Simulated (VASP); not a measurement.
# HgSe (F-43m) in VASP: notebook

HgSe is run at these levels: r2SCAN; tasks: single point.

All numbers are computed with VASP 6.6.1; they aren't measurements. Logs are shortened: lines on timing, memory, paths and dates and some standing lists are left out, and cuts for length are marked.

## 1. The cell of the first run

It takes space group F-43m (No. 216, cubic). The conventional cell has a = 6.072 Å, b = 6.072 Å, c = 6.072 Å, α = 90.00°, β = 90.00°, γ = 90.00°. Within 3.5 Å of Hg (site symmetry -43m) lie 4 Se at 2.63 Å. Within 3.5 Å of Se (site symmetry -43m) lie 4 Hg at 2.63 Å.

## 2. Single point, r2SCAN

POSCAR reads:

```
HgSe
1.0
    0.0000000000      3.0360000000      3.0360000000
    3.0360000000      0.0000000000      3.0360000000
    3.0360000000      3.0360000000      0.0000000000
Hg Se
1 1
Direct
    0.0000000000      0.0000000000      0.0000000000
    0.7500000000      0.7500000000      0.7500000000
```

INCAR.step1 reads:

```
SYSTEM = HgSe
ALGO = Normal
EDIFF = 1E-5
ENCUT = 550
GGA = PE
GGA_COMPAT = .False.
ISMEAR = 0
LASPH = .True.
LCHARG = .False.
LREAL = .False.
LWAVE = .True.
NBANDS = 16
NELM = 120
PREC = Accurate
SIGMA = 0.15
```

INCAR.step2 reads:

```
SYSTEM = HgSe
ALGO = Normal
EDIFF = 1E-6
ENCUT = 550
GGA_COMPAT = .False.
ISIF = 2
ISMEAR = 0
ISTART = 1
LASPH = .True.
LCHARG = .True.
LELF = .True.
LMIXTAU = .True.
LREAL = .False.
LVHAR = .True.
LWAVE = .False.
METAGGA = R2SCAN
NBANDS = 16
NELM = 120
PREC = Accurate
SIGMA = 0.15
```

KPOINTS reads:

```
k-points
0
Gamma
  16 16 16
  0 0 0
```

Potentials or basis: VASP PAW PBE potentials, release 64 (Hg, Se).

On the command line:

```bash
$ cat potpaw_PBE.64/Hg/POTCAR potpaw_PBE.64/Se/POTCAR > POTCAR
$ cp INCAR.step1 INCAR
$ mpirun -np 1 vasp_std > vasp.out
$ cp INCAR.step2 INCAR
$ mpirun -np 1 vasp_std > vasp.out
```

OUTCAR:

```text
SYSTEM = HgSe
   EDIFF = 1E-6
   ENCUT = 550
   ISIF = 2
   ISMEAR = 0
   ISTART = 1
   LASPH = .True.
   LREAL = .False.
   METAGGA = R2SCAN
   NELM = 120
   PREC = Accurate

 ion  position               nearest neighbor table
   1  0.000  0.000  0.000-   2 2.63   2 2.63   2 2.63   2 2.63
   2  0.750  0.750  0.750-   1 2.63   1 2.63   1 2.63   1 2.63

  LATTYP: Found a face centered cubic cell.
 ALAT       =     6.0720000000

  Lattice vectors:

 A1 = (   0.0000000000,   3.0360000000,   3.0360000000)
 A2 = (   3.0360000000,   0.0000000000,   3.0360000000)
 A3 = (   3.0360000000,   3.0360000000,   0.0000000000)

Analysis of symmetry for initial positions (statically):
=====================================================================
 Subroutine PRICEL returns:
 Original cell was already a primitive cell.

 Routine SETGRP: Setting up the symmetry group for a
 face centered cubic supercell.

 Subroutine GETGRP returns: Found 24 space group operations
 (whereof 24 operations were pure point group operations)
 out of a pool of 48 trial point group operations.

The static configuration has the point symmetry T_d .

Analysis of symmetry for dynamics (positions and initial velocities):
=====================================================================
 Subroutine PRICEL returns:
 Original cell was already a primitive cell.

 Routine SETGRP: Setting up the symmetry group for a
 face centered cubic supercell.

 Subroutine GETGRP returns: Found 24 space group operations
 (whereof 24 operations were pure point group operations)
 out of a pool of 48 trial point group operations.

The dynamic configuration has the point symmetry T_d .

 Subroutine INISYM returns: Found 24 space group operations
 (whereof 24 operations are pure point group operations),
 and found     1 'primitive' translations

----------------------------------------------------------------------------------------

                                     Primitive cell

  volume of cell :      55.9674

  direct lattice vectors                    reciprocal lattice vectors
     0.000000000  3.036000000  3.036000000    -0.164690382  0.164690382  0.164690382
     3.036000000  0.000000000  3.036000000     0.164690382 -0.164690382  0.164690382
     3.036000000  3.036000000  0.000000000     0.164690382  0.164690382 -0.164690382

  length of vectors
     4.293552375  4.293552375  4.293552375     0.285252109  0.285252109  0.285252109

  position of ions in fractional coordinates (direct lattice)
     0.000000000  0.000000000  0.000000000
     0.750000000  0.750000000  0.750000000

  ion indices of the primitive-cell ions
   primitive index   ion index
                 1           1
                 2           2

----------------------------------------------------------------------------------------

 KPOINTS: k-points

Automatic generation of k-mesh.
 Grid dimensions read from file:
 generate k-points for:   16   16   16

 Generating k-lattice:

  Cartesian coordinates                     Fractional coordinates (reciprocal lattice)
    -0.010293149  0.010293149  0.010293149     0.062500000  0.000000000  0.000000000
     0.010293149 -0.010293149  0.010293149     0.000000000  0.062500000  0.000000000
     0.010293149  0.010293149 -0.010293149     0.000000000  0.000000000  0.062500000

  Length of vectors
     0.017828257  0.017828257  0.017828257

  Shift w.r.t. Gamma in fractional coordinates (k-lattice)
     0.000000000  0.000000000  0.000000000

 Subroutine IBZKPT returns following result:
 ===========================================

 Found    145 irreducible k-points:

 Following reciprocal coordinates:
            Coordinates               Weight
  0.000000  0.000000  0.000000      1.000000
  0.062500  0.000000  0.000000      8.000000
  0.125000  0.000000  0.000000      8.000000
  0.187500  0.000000  0.000000      8.000000
  0.250000  0.000000  0.000000      8.000000
  0.312500  0.000000  0.000000      8.000000
[... 16 lines left out ...]
 -0.125000  0.062500  0.000000     24.000000
 -0.062500  0.062500  0.000000     12.000000
 [... further k-points ...]
   k-points           NKPTS =    145   k-points in BZ     NKDIM =    145   number of bands    NBANDS=     16
   number of dos      NEDOS =    301   number of ions     NIONS =      2
   total plane-waves  NPLWV =  46656
   dimension x,y,z NGX =    36 NGY =   36 NGZ =   36
   dimension x,y,z NGXF=    72 NGYF=   72 NGZF=   72
   ions per type =               1   1
   NGX,Y,Z   is equivalent  to a cutoff of  13.94, 13.94, 13.94 a.u.
   NGXF,Y,Z  is equivalent  to a cutoff of  27.88, 27.88, 27.88 a.u.
 SYSTEM =  HgSe
   PREC   = accura    normal or accurate (medium, high low for compatibility)
   ISTART =      1    job   : 0-new  1-cont  2-samecut
   ICHARG =      0    charge: 1-file 2-atom 10-const
   ISPIN  =      1    spin polarized calculation?
   LNONCOLLINEAR =      F non collinear calculations
   LSORBIT =      F    spin-orbit coupling
   LASPH  =      T    aspherical Exc in radial PAW
   ENCUT  =  550.0 eV  40.42 Ry    6.36 a.u.   8.21  8.21  8.21*2*pi/ulx,y,z
   NELM   =    120;   NELMIN=  2; NELMDL=  0     # of ELM steps
   EDIFF  = 0.1E-05   stopping-criterion for ELM
   LREAL  =      F    real-space projection
   EDIFFG = 0.1E-04   stopping-criterion for IOM
   NSW    =      0    number of steps for IOM
   IBRION =     -1    ionic relax: 0-MD 1-quasi-New 2-CG
   NFREE  =      0    steps in history (QN), initial steepest desc. (CG)
   ISIF   =      2    stress and relaxation
   ISYM   =      2    0-nonsym 1-usesym 2-fastsym
   POTIM  = 0.5000    time-step for ionic-motion
   TEBEG  =    0.0;   TEEND  =   0.0 temperature during run
   PSTRESS=    0.0 pullay stress
   NELECT =      18.0000    total number of electrons
   NUPDOWN=      -1.0000    fix difference up-down
   EMIN   =  10.00;   EMAX   =-10.00  energy-range for DOS
   EFERMI =   0.00;   METHOD = LEGACY
   ISMEAR =     0;   SIGMA  =   0.15  broadening in eV -4-tet -1-fermi 0-gaus
   EFERMI_NEDOS =   21; number of points for ismear=-14 and -15
   IALGO  =     38    algorithm
   IMIX   =      4    mixing-type and parameters
     AMIX     =   0.40;   BMIX     =  1.00
     AMIX_MAG =   1.60;   BMIX_MAG =  1.00
  volume/ion in A,a.u.               =      27.98       188.84
  Fermi-wavevector in a.u.,A,eV,Ry     =   1.121641  2.119594 17.117200  1.258079
  Thomas-Fermi vector in A             =   2.258296
   LORBIT       =      0    0 simple, 1 ext, 2 COOP (PROOUT), +10 PAW based schemes
   METAGGA = R2SCAN    functional components
   LHFCALC =     F    Hartree Fock is set to
   AEXX    =    0.0000 exact exchange contribution
   IVDW    =     0    specifies the selected vdW correction
   LEPSILON=     F    determine dielectric tensor
   LRPA    =     F    only Hartree local field effects (RPA)
 non-spin polarized calculation
 Gauss-broadening in eV      SIGMA  =   0.15
  energy-cutoff  :      550.00
  volume of cell :       55.97
 maximum number of plane-waves:      1676
 NGX is ok and might be reduce to    36
   NGX = 17   NGY = 17   NGZ = 17

 number of electron      17.9999999 magnetization

 Free energy of the ion-electron system (eV)
  ---------------------------------------------------
  ext. energy  EPLUGINS =         0.00000000
  ---------------------------------------------------
  free energy    TOTEN  =       -64.11551978 eV

  energy without entropy =      -64.11535077  energy(sigma->0) =      -64.11543527

 E-fermi :   1.6642     XC(G=0):  -9.6770

 val. band max:        1.5139332806   @ k =   0.0000   0.0000   0.0000
 cond. band min:       1.8700778693   @ k =   0.0625   0.0000   0.0000
 fundamental gap:      0.3561445887
 Fermi energy:         1.6642261854

 k-point     1 :       0.0000    0.0000    0.0000
  band No.  band energies     occupation
      1     -12.4814      2.00000
      2      -5.9427      2.00000
      3      -5.9427      2.00000
      4      -5.9427      2.00000
      5      -5.1365      2.00000
      6      -5.1365      2.00000
[... 8 lines left out ...]
     15      13.4143      0.00000
     16      13.4143      0.00000

 k-point     2 :       0.0625    0.0000    0.0000
  band No.  band energies     occupation
      1     -12.4635      2.00000
      2      -5.9353      2.00000
      3      -5.9341      2.00000
      4      -5.9341      2.00000
      5      -5.1373      2.00000
      6      -5.1373      2.00000
[... 8 lines left out ...]
     15      12.9766      0.00000
     16      12.9766      0.00000

 k-point     3 :       0.1250    0.0000    0.0000
  band No.  band energies     occupation
      1     -12.4119      2.00000
      2      -5.9102      2.00000
      3      -5.9102      2.00000
      4      -5.9093      2.00000
      5      -5.1387      2.00000
      6      -5.1387      2.00000
[... 8 lines left out ...]
     15      12.4949      0.00000
     16      12.4949      0.00000

 k-point     4 :       0.1875    0.0000    0.0000
  band No.  band energies     occupation
      1     -12.3335      2.00000
      2      -5.8756      2.00000
      3      -5.8756      2.00000
      4      -5.8533      2.00000
      5      -5.1383      2.00000
      6      -5.1383      2.00000
[... 8 lines left out ...]
     15      12.2120      0.00000
     16      12.2120      0.00000
[... 324 lines left out ...]
 k-point    22 :      -0.1875    0.0625    0.0000
  band No.  band energies     occupation
      1     -12.2900      2.00000
      2      -5.8640      2.00000
      3      -5.8521      2.00000
      4      -5.8125      2.00000
      5      -5.1523      2.00000
      6      -5.1220      2.00000
[... 8 lines left out ...]
     15      11.8346      0.00000
     16      12.6250      0.00000

 k-point    23 :      -0.1250    0.0625    0.0000
  band No.  band energies     occupation
      1     -12.3738      2.00000
      2      -5.8994      2.00000
      3      -5.8982      2.00000
      4      -5.8738      2.00000
      5      -5.1500      2.00000
      6      -5.1285      2.00000
[... 8 lines left out ...]
     15      11.9754      0.00000
     16      12.4295      0.00000

 k-point    24 :      -0.0625    0.0625    0.0000
  band No.  band energies     occupation
      1     -12.4343      2.00000
      2      -5.9269      2.00000
      3      -5.9245      2.00000
      4      -5.9112      2.00000
      5      -5.1439      2.00000
      6      -5.1328      2.00000
[... 8 lines left out ...]
     15      12.4010      0.00000
     16      12.7067      0.00000

 [... further k-points ...]

------------------------ aborting loop because EDIFF is reached ----------------------------------------

  FORCE on cell =-STRESS in cart. coord.  units (eV):
  Direction    XX          YY          ZZ          XY          YZ          ZX
  --------------------------------------------------------------------------------------
  -------------------------------------------------------------------------------------
  Total        1.1844392      1.1844392      1.1844392      0.0000000     -0.0000000     -0.0000000
  in kB       33.9068964     33.9068964     33.9068964      0.0000000     -0.0000000     -0.0000000
  external PRESSURE =      33.9068964 kB  Pullay stress =       0.0000000 kB

 VOLUME and BASIS-vectors are now :
 -----------------------------------------------------------------------------
  energy-cutoff  :      550.00
  volume of cell :       55.97
      direct lattice vectors                 reciprocal lattice vectors
     0.000000000  3.036000000  3.036000000    -0.164690382  0.164690382  0.164690382
     3.036000000  0.000000000  3.036000000     0.164690382 -0.164690382  0.164690382
     3.036000000  3.036000000  0.000000000     0.164690382  0.164690382 -0.164690382

 POSITION                                       TOTAL-FORCE (eV/Angst)
 -----------------------------------------------------------------------------------
      0.00000      0.00000      0.00000         0.000000      0.000000     -0.000000
      4.55400      4.55400      4.55400        -0.000000     -0.000000      0.000000
 -----------------------------------------------------------------------------------
    total drift:                               -0.000000     -0.000000     -0.000000

  FREE ENERGIE OF THE ION-ELECTRON SYSTEM (eV)
  ---------------------------------------------------
  free  energy   TOTEN  =       -64.1155197816 eV

  energy  without entropy=      -64.1153507678  energy(sigma->0) =      -64.11543527
```

It took 3.2 min on 1 thread of Intel Xeon 6975P-C (Granite Rapids), shared host; peak memory 0.32 GiB.

What came out:

- Free energy: -64.1155 eV
- Pressure: 3.4 GPa
- Band gap on the k mesh: zero (filled and empty bands touch)

Levels at points of the mesh, in eV from the Fermi level:
```tsv
k point	band 7	band 8	band 9	band 10	band 11	band 12
(0.00, 0.00, 0.00)	-0.78	-0.15	-0.15	-0.15	5.77	5.77
(0.50, 0.00, 0.00)	-5.83	-1.16	-1.16	1.26	6.53	6.53
(0.50, 0.50, 0.00)	-5.37	-2.55	-2.55	2.88	3.13	8.80
```

Caveat: the PAW data sets were made with another functional, which shifts forces and pressure a little; spin-orbit coupling is left out, which moves the levels of the heavy elements.

## 3. Single point, r2SCAN

POSCAR is that of step 2.

INCAR.step1 reads:

```
SYSTEM = HgSe
PREC = Accurate
ENCUT = 550
ISMEAR = 0
SIGMA = 0.15
LREAL = .False.
LASPH = .True.
NELM = 120
NBANDS = 16
GGA = PE
ALGO = Normal
EDIFF = 1E-5
LWAVE = .True.
LCHARG = .False.
GGA_COMPAT = .False.
```

INCAR.step2 reads:

```
SYSTEM = HgSe
PREC = Accurate
ENCUT = 550
EDIFF = 1E-6
ISMEAR = 0
SIGMA = 0.15
LREAL = .False.
LASPH = .True.
NELM = 120
ALGO = Normal
ISIF = 2
LWAVE = .False.
LCHARG = .False.
METAGGA = R2SCAN
LMIXTAU = .True.
NBANDS = 16
ISTART = 1
GGA_COMPAT = .False.
```

KPOINTS reads:

```
Automatic mesh
0
Gamma
  14 14 14
  0 0 0
```

Potentials or basis: VASP PAW PBE potentials, release 64 (Hg, Se).

On the command line:

```bash
$ cat potpaw_PBE.64/Hg/POTCAR potpaw_PBE.64/Se/POTCAR > POTCAR
$ cp INCAR.step1 INCAR
$ mpirun -np 1 vasp_std > vasp.out
$ cp INCAR.step2 INCAR
$ mpirun -np 1 vasp_std > vasp.out
```

It took 2.5 min on 1 thread of Intel Xeon 6975P-C (Granite Rapids), shared host; peak memory 0.28 GiB.

It converged, with:

| Quantity | Value |
| --- | --- |
| Free energy | -64.1155 eV |
| Pressure | 3.4 GPa |
| Band gap on the k mesh | zero (filled and empty bands touch) |

Levels at points of the mesh, in eV from the Fermi level:
```csv
k point,band 6,band 7,band 8,band 9,band 10,band 11,band 12,band 13
"(0.00, 0.00, 0.00)",-6.79,-0.77,-0.14,-0.14,-0.14,5.78,5.78,5.78
"(0.50, 0.00, 0.00)",-6.45,-5.82,-1.15,-1.15,1.27,6.53,6.53,7.26
"(0.50, 0.50, 0.00)",-6.40,-5.36,-2.54,-2.54,2.89,3.14,8.80,10.38
```

Caveat: the PAW data sets were made with another functional, which shifts forces and pressure a little; spin-orbit coupling is left out, which moves the levels of the heavy elements.
